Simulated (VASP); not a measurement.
# Au (Fm-3m) in VASP: a series of runs

Aim: see how the results for Au move with the level of theory and the settings. Levels: LDA, PBE+D4, BLYP+D4. Tasks: single point.

Program: VASP 6.6.1. These are calculated values, not measurements. Logs are shortened: lines on timing, memory, paths and dates and some standing lists are left out, and cuts for length are marked.

### Step 1. The cell of the first run

It takes space group Fm-3m (No. 225, cubic). Conventional cell: a = 4.097 Å, b = 4.097 Å, c = 4.097 Å, α = 90.00°, β = 90.00°, γ = 90.00°. Au (site symmetry m-3m) has 12 Au at 2.90 Å within 3.8 Å.

### Step 2. Single point, LDA

INCAR reads:

```
SYSTEM = Au
  ALGO = Normal
  EDIFF = 1E-6
  ENCUT = 520
  ISIF = 2
  ISMEAR = -1
  LASPH = .TRUE.
  LCHARG = .TRUE.
  LELF = .TRUE.
  LREAL = .FALSE.
  LVHAR = .TRUE.
  LWAVE = .FALSE.
  NBANDS = 12
  NELM = 80
  PREC = Accurate
  SIGMA = 0.05
```

KPOINTS reads:

```
k-points
0
G
  11 11 11
  0 0 0
```

POSCAR reads:

```
Au
1.0
    0.0000000000      2.0484772140      2.0484772140
    2.0484772140      0.0000000000      2.0484772140
    2.0484772140      2.0484772140      0.0000000000
Au
1
Direct
    0.0000000000      0.0000000000      0.0000000000
```

Potentials or basis: VASP PAW LDA potentials, release 64 (Au).

Command:

```console
$ cat potpaw_LDA.64/Au/POTCAR > POTCAR
$ mpirun -np 1 vasp_std > vasp.out
```

OUTCAR:

```text
SYSTEM = Au
   EDIFF = 1E-6
   ENCUT = 520
   ISIF = 2
   ISMEAR = -1
   LASPH = .TRUE.
   LREAL = .FALSE.
   NELM = 80
   PREC = Accurate

 ion  position               nearest neighbor table
   1  0.000  0.000  0.000-

  LATTYP: Found a face centered cubic cell.
 ALAT       =     4.0969544280

  Lattice vectors:

 A1 = (   0.0000000000,   2.0484772140,   2.0484772140)
 A2 = (   2.0484772140,   0.0000000000,   2.0484772140)
 A3 = (   2.0484772140,   2.0484772140,   0.0000000000)

Analysis of symmetry for initial positions (statically):
=====================================================================
 Subroutine PRICEL returns:
 Original cell was already a primitive cell.

 Routine SETGRP: Setting up the symmetry group for a
 face centered cubic supercell.

 Subroutine GETGRP returns: Found 48 space group operations
[... 9 lines left out ...]

 Routine SETGRP: Setting up the symmetry group for a
 face centered cubic supercell.

 Subroutine GETGRP returns: Found 48 space group operations
[... 11 lines left out ...]
                                     Primitive cell

  volume of cell :      17.1919

  direct lattice vectors                    reciprocal lattice vectors
     0.000000000  2.048477214  2.048477214    -0.244083750  0.244083750  0.244083750
     2.048477214  0.000000000  2.048477214     0.244083750 -0.244083750  0.244083750
     2.048477214  2.048477214  0.000000000     0.244083750  0.244083750 -0.244083750

  length of vectors
     2.896984258  2.896984258  2.896984258     0.422765456  0.422765456  0.422765456

  position of ions in fractional coordinates (direct lattice)
     0.000000000  0.000000000  0.000000000

  ion indices of the primitive-cell ions
   primitive index   ion index
                 1           1

----------------------------------------------------------------------------------------

 KPOINTS: k-points

Automatic generation of k-mesh.
 Grid dimensions read from file:
 generate k-points for:   11   11   11

 Generating k-lattice:

  Cartesian coordinates                     Fractional coordinates (reciprocal lattice)
    -0.022189432  0.022189432  0.022189432     0.090909091  0.000000000  0.000000000
     0.022189432 -0.022189432  0.022189432     0.000000000  0.090909091  0.000000000
     0.022189432  0.022189432 -0.022189432     0.000000000  0.000000000  0.090909091

  Length of vectors
     0.038433223  0.038433223  0.038433223

  Shift w.r.t. Gamma in fractional coordinates (k-lattice)
     0.000000000  0.000000000  0.000000000

 Subroutine IBZKPT returns following result:
 ===========================================

 Found     56 irreducible k-points:

 Following reciprocal coordinates:
            Coordinates               Weight
  0.000000  0.000000  0.000000      1.000000
  0.090909  0.000000  0.000000      8.000000
  0.181818  0.000000  0.000000      8.000000
  0.272727  0.000000  0.000000      8.000000
  0.363636  0.000000  0.000000      8.000000
  0.454545  0.000000  0.000000      8.000000
[... 16 lines left out ...]
 -0.272727  0.181818  0.000000     24.000000
 -0.181818  0.181818  0.000000     12.000000
 [... further k-points ...]
   k-points           NKPTS =     56   k-points in BZ     NKDIM =     56   number of bands    NBANDS=     12
   number of dos      NEDOS =    301   number of ions     NIONS =      1
   total plane-waves  NPLWV =  13824
   dimension x,y,z NGX =    24 NGY =   24 NGZ =   24
   dimension x,y,z NGXF=    48 NGYF=   48 NGZF=   48
   ions per type =               1
   NGX,Y,Z   is equivalent  to a cutoff of  13.77, 13.77, 13.77 a.u.
   NGXF,Y,Z  is equivalent  to a cutoff of  27.55, 27.55, 27.55 a.u.
 SYSTEM =  Au
   PREC   = accura    normal or accurate (medium, high low for compatibility)
   ISTART =      0    job   : 0-new  1-cont  2-samecut
   ICHARG =      2    charge: 1-file 2-atom 10-const
   ISPIN  =      1    spin polarized calculation?
   LNONCOLLINEAR =      F non collinear calculations
   LSORBIT =      F    spin-orbit coupling
   LASPH  =      T    aspherical Exc in radial PAW
   ENCUT  =  520.0 eV  38.22 Ry    6.18 a.u.   5.39  5.39  5.39*2*pi/ulx,y,z
   NELM   =     80;   NELMIN=  2; NELMDL= -5     # of ELM steps
   EDIFF  = 0.1E-05   stopping-criterion for ELM
   LREAL  =      F    real-space projection
   EDIFFG = 0.1E-04   stopping-criterion for IOM
   NSW    =      0    number of steps for IOM
   IBRION =     -1    ionic relax: 0-MD 1-quasi-New 2-CG
   NFREE  =      0    steps in history (QN), initial steepest desc. (CG)
   ISIF   =      2    stress and relaxation
   ISYM   =      2    0-nonsym 1-usesym 2-fastsym
   POTIM  = 0.5000    time-step for ionic-motion
   TEBEG  =    0.0;   TEEND  =   0.0 temperature during run
   PSTRESS=    0.0 pullay stress
   NELECT =      11.0000    total number of electrons
   NUPDOWN=      -1.0000    fix difference up-down
   EMIN   =  10.00;   EMAX   =-10.00  energy-range for DOS
[... 5 lines left out ...]
     AMIX     =   0.40;   BMIX     =  1.00
     AMIX_MAG =   1.60;   BMIX_MAG =  1.00
  volume/ion in A,a.u.               =      17.19       116.02
  Fermi-wavevector in a.u.,A,eV,Ry     =   1.410689  2.665816 27.076182  1.990043
  Thomas-Fermi vector in A             =   2.532617
   LORBIT       =      0    0 simple, 1 ext, 2 COOP (PROOUT), +10 PAW based schemes
   GGA     = CA    functional components
   LHFCALC =     F    Hartree Fock is set to
   AEXX    =    0.0000 exact exchange contribution
   IVDW    =     0    specifies the selected vdW correction
   LEPSILON=     F    determine dielectric tensor
   LRPA    =     F    only Hartree local field effects (RPA)
 non-spin polarized calculation
  energy-cutoff  :      520.00
  volume of cell :       17.19
 maximum number of plane-waves:       483
 NGX is ok and might be reduce to    24
   NGX = 11   NGY = 11   NGZ = 11

 number of electron      11.0000000 magnetization

 Free energy of the ion-electron system (eV)
  ---------------------------------------------------
  ext. energy  EPLUGINS =         0.00000000
  ---------------------------------------------------
  free energy    TOTEN  =        -4.44391482 eV

  energy without entropy =       -4.44278796  energy(sigma->0) =       -4.44335139

 E-fermi :   9.1600     XC(G=0): -12.9321

 val. band max:        9.0027047695   @ k =   0.4545   0.3636   0.0000
 cond. band min:       9.2752546466   @ k =  -0.4545   0.0909   0.0000
 fundamental gap:      0.2725498771
 Fermi energy:         9.1599679910

 k-point     1 :       0.0000    0.0000    0.0000
  band No.  band energies     occupation
      1      -0.6846      2.00000
      2       4.4755      2.00000
      3       4.4755      2.00000
      4       4.4755      2.00000
      5       5.9896      2.00000
      6       5.9896      2.00000
      7      23.6391      0.00000
      8      27.5379      0.00000
      9      27.5379      0.00000
     10      27.5379      0.00000
     11      32.5404      0.00000
     12      37.0171      0.00000

 k-point     2 :       0.0909    0.0000    0.0000
  band No.  band energies     occupation
      1      -0.4008      2.00000
      2       4.3872      2.00000
      3       4.5698      2.00000
      4       4.5698      2.00000
      5       5.9499      2.00000
      6       5.9499      2.00000
      7      23.9501      0.00000
      8      25.9398      0.00000
      9      27.8702      0.00000
     10      27.8702      0.00000
     11      33.2199      0.00000
     12      35.2706      0.00000

 k-point     3 :       0.1818    0.0000    0.0000
  band No.  band energies     occupation
      1       0.3791      2.00000
      2       4.2437      2.00000
      3       4.7409      2.00000
      4       4.7409      2.00000
      5       5.9532      2.00000
      6       5.9532      2.00000
      7      22.7571      0.00000
      8      24.7764      0.00000
      9      28.6649      0.00000
     10      28.6649      0.00000
     11      31.0823      0.00000
     12      33.1578      0.00000

 k-point     4 :       0.2727    0.0000    0.0000
  band No.  band energies     occupation
      1       1.3199      2.00000
      2       4.4763      2.00000
      3       4.7309      2.00000
      4       4.7309      2.00000
      5       6.2583      2.00000
      6       6.2583      2.00000
      7      19.3264      0.00000
      8      24.5366      0.00000
      9      28.7206      0.00000
     10      28.7206      0.00000
     11      31.0060      0.00000
     12      31.9811      0.00000

 k-point     5 :       0.3636    0.0000    0.0000
  band No.  band energies     occupation
      1       1.7960      2.00000
      2       4.5765      2.00000
      3       4.5765      2.00000
      4       5.7435      2.00000
      5       6.7610      2.00000
      6       6.7610      2.00000
      7      15.7601      0.00000
      8      23.6992      0.00000
      9      27.2790      0.00000
     10      27.2790      0.00000
     11      32.8857      0.00000
     12      32.8926      0.00000
[... 228 lines left out ...]
      1       2.5771      2.00000
      2       4.0156      2.00000
      3       5.0647      2.00000
      4       5.2050      2.00000
      5       7.1253      2.00000
      6      10.9346      0.00000
      7      12.1765      0.00000
      8      21.7668      0.00000
      9      24.3797      0.00000
     10      24.8876      0.00000
     11      34.2724      0.00000
     12      34.3922      0.00000

 k-point    22 :      -0.3636    0.1818    0.0000
  band No.  band energies     occupation
      1       2.6556      2.00000
      2       4.0979      2.00000
      3       5.0455      2.00000
      4       5.0589      2.00000
      5       6.6462      2.00000
      6       9.5795      0.00045
      7      14.2382      0.00000
      8      21.1603      0.00000
      9      24.8869      0.00000
     10      25.9712      0.00000
     11      32.5521      0.00000
     12      34.3582      0.00000

 k-point    23 :      -0.2727    0.1818    0.0000
  band No.  band energies     occupation
      1       2.5958      2.00000
      2       4.1056      2.00000
      3       4.4790      2.00000
      4       5.1558      2.00000
      5       5.9814      2.00000
      6       8.1936      2.00000
      7      17.4850      0.00000
      8      21.2849      0.00000
      9      25.5014      0.00000
     10      28.2879      0.00000
     11      30.2098      0.00000
     12      34.3999      0.00000

 k-point    24 :      -0.1818    0.1818    0.0000
  band No.  band energies     occupation
      1       1.8710      2.00000
      2       3.8758      2.00000
      3       4.6791      2.00000
      4       5.3411      2.00000
      5       5.3905      2.00000
      6       7.1771      2.00000
      7      20.4098      0.00000
      8      22.3670      0.00000
      9      26.7297      0.00000
     10      28.2389      0.00000
     11      30.7758      0.00000
     12      33.4321      0.00000

 [... further k-points ...]

------------------------ aborting loop because EDIFF is reached ----------------------------------------

  FORCE on cell =-STRESS in cart. coord.  units (eV):
  Direction    XX          YY          ZZ          XY          YZ          ZX
  --------------------------------------------------------------------------------------
  -------------------------------------------------------------------------------------
  Total       -0.6400107     -0.6400107     -0.6400107      0.0000000     -0.0000000      0.0000000
  in kB      -59.6450475    -59.6450475    -59.6450475      0.0000000     -0.0000000      0.0000000
  external PRESSURE =     -59.6450475 kB  Pullay stress =       0.0000000 kB

 VOLUME and BASIS-vectors are now :
 -----------------------------------------------------------------------------
  energy-cutoff  :      520.00
  volume of cell :       17.19
      direct lattice vectors                 reciprocal lattice vectors
     0.000000000  2.048477214  2.048477214    -0.244083750  0.244083750  0.244083750
     2.048477214  0.000000000  2.048477214     0.244083750 -0.244083750  0.244083750
     2.048477214  2.048477214  0.000000000     0.244083750  0.244083750 -0.244083750

 POSITION                                       TOTAL-FORCE (eV/Angst)
 -----------------------------------------------------------------------------------
      0.00000      0.00000      0.00000        -0.000000      0.000000      0.000000
 -----------------------------------------------------------------------------------
    total drift:                               -0.000000      0.000000      0.000000

  FREE ENERGIE OF THE ION-ELECTRON SYSTEM (eV)
  ---------------------------------------------------
  free  energy   TOTEN  =        -4.4439148169 eV

  energy  without entropy=       -4.4427879564  energy(sigma->0) =       -4.44335139
```

Run time: 5.4 s. Hardware: 1 thread of Intel Xeon Platinum 8488C (Sapphire Rapids), shared host; peak memory 0.13 GiB.

What came out:

| Item | Value |
| --- | --- |
| Free energy | -4.4439 eV |
| Pressure | -6.0 GPa |

Caveat: spin-orbit coupling is left out, which moves the levels of the heavy elements.

### Step 3. Single point, PBE+D4

This run uses another cell than the first one, of 17.32 Å³/atom, 1.007 times its volume.

INCAR reads:

```
SYSTEM = Au
PREC     = Accurate       ! precision mode
ENCUT    = 520            ! plane-wave cutoff, eV
EDIFF    = 1E-6           ! SCF threshold, eV
ISMEAR   = -1             ! smearing method
SIGMA    = 0.05           ! smearing width, eV
LREAL    = .FALSE.        ! projectors in reciprocal space
LASPH    = .TRUE.         ! aspherical terms in the spheres
NELM     = 60             ! most SCF steps
ALGO     = Normal         ! electronic algorithm
ISIF     = 2              ! what is computed and relaxed
LWAVE    = .FALSE.        ! write WAVECAR
LCHARG   = .FALSE.        ! write CHGCAR
GGA      = PE             ! functional
IVDW     = 13             ! dispersion correction
NBANDS   = 12             ! bands
```

KPOINTS reads:

```
Automatic mesh
0
G
  11 11 11
  0 0 0
```

POSCAR reads:

```
Au
1.0
    0.0000000000      2.0534288544      2.0534288544
    2.0534288544      0.0000000000      2.0534288544
    2.0534288544      2.0534288544      0.0000000000
Au
1
Direct
    0.0000000000      0.0000000000      0.0000000000
```

Potentials or basis: VASP PAW PBE potentials, release 64 (Au).

Command:

```console
$ cat potpaw_PBE.64/Au/POTCAR > POTCAR
$ mpirun -np 1 vasp_std > vasp.out
```

Run time: 6 s. Hardware: 1 thread of Intel Xeon Platinum 8488C (Sapphire Rapids), shared host; peak memory 0.14 GiB.

Results (log left out):

* Free energy: -3.8873 eV
* Pressure: -0.3 GPa
* Dispersion energy per atom: -0.668 eV

Levels at points of the mesh, in eV from the Fermi level:
```csv
k point,band 2,band 3,band 4,band 5,band 6,band 7,band 8,band 9,band 10,band 11
"(0.00, 0.00, 0.00)",-4.66,-4.66,-4.66,-3.19,-3.19,14.49,18.39,18.39,18.39,23.25
```

Caveat: spin-orbit coupling is left out, which moves the levels of the heavy elements; pairwise dispersion overbinds metals, which lowers pressure and volume.

(Continued in part 2 of 2.)
